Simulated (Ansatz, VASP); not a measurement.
# O: VASP beside Ansatz

```xyz
2
Lattice="9.0000 0.0000 0.0000 0.0000 9.5000 0.0000 0.0000 0.0000 10.0000" Properties=species:S:1:pos:R:3 pbc="T T T"
O     4.5000    4.7500    4.4001
O     4.5000    4.7500    5.5999
```

Alike in both runs: functional LDA; k mesh 1 × 1 × 1; occupations fermi-dirac, width 0.02 eV; collinear spin.

Ansatz relaxed the structure, and its values are those at the end. VASP's run is a single point on that final structure, the one shown.

|  | VASP | Ansatz |
| --- | --- | --- |
| version | VASP 6.6.1 | Ansatz 0.2.0 |
| potentials or method | VASP PAW LDA potentials, release 64 (O_h), cutoff 1000 eV | plane waves, PAW |
| valence electrons in the cell | 12 | 12 |

|  | VASP | Ansatz | Ansatz less VASP |
| --- | --- | --- | --- |
| rms of the force components (eV/Å) | 0.262 | 0.001 | -0.2605 |
| net moment per atom (μB) | 1.00 | 1.00 | 0.000 |
| size of the moment on the site where the two differ most (μB) | 0.62 | 0.55 | -0.073 |

LDA's correlation is that of Perdew and Zunger in VASP and of Perdew and Wang (1992) in Ansatz. Site moments also hang on the region over which each program counts them. One of these differences is far larger than is usual between the two programs; its cause wasn't traced. Ansatz's warnings: end state compared, stress scf threshold loose.
